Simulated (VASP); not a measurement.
A run of VASP 6.6.1:

The input INCAR:

```
  PREC = Accurate
  ENCUT = 520
  EDIFF = 1E-6
  ISMEAR = 0
  SIGMA = 0.1
  LREAL = False
  LASPH = True
  NELM = 150
  ALGO = Normal
  ISIF = 2
  LWAVE = False
  LCHARG = False
  ISPIN = 2
  MAGMOM = 0 0 0 1
  LORBIT = 11
  GGA = PE
  NBANDS = 34
```

File KPOINTS:

```
Automatic mesh
0
Gamma
  6 6 2
```

The input POSCAR:

```
InGa2O
1.0
    2.8374904200      0.0000000000      0.0000000000
    0.0000000000      2.8374904200      0.0000000000
    0.0000000000      0.0000000000      9.7703887700
In Ga O
1 2 1
Direct
    0.0000000000      0.0000000000      0.5000000000
    0.0000000000      0.0000000000      0.8514815000
    0.0000000000      0.0000000000      0.1485185000
    0.0000000000      0.0000000000      0.0000000000
```

Potentials or basis: VASP PAW PBE potentials, release 64 (In_d, Ga_d, O).

The run is started by

```bash
$ cat potpaw_PBE.64/In_d/POTCAR potpaw_PBE.64/Ga_d/POTCAR potpaw_PBE.64/O/POTCAR > POTCAR
$ mpirun -np 1 vasp_std > vasp.out
```

Hardware: 1 thread of Intel(R) Xeon(R) 6975P-C (Granite Rapids), on a shared host.

Task: How long does it take, and how much memory?

Result: It took 50 s on 1 thread of Intel(R) Xeon(R) 6975P-C (Granite Rapids) (shared host), peak memory 0.29 GiB. Counts: scf iterations 16, k points 20.
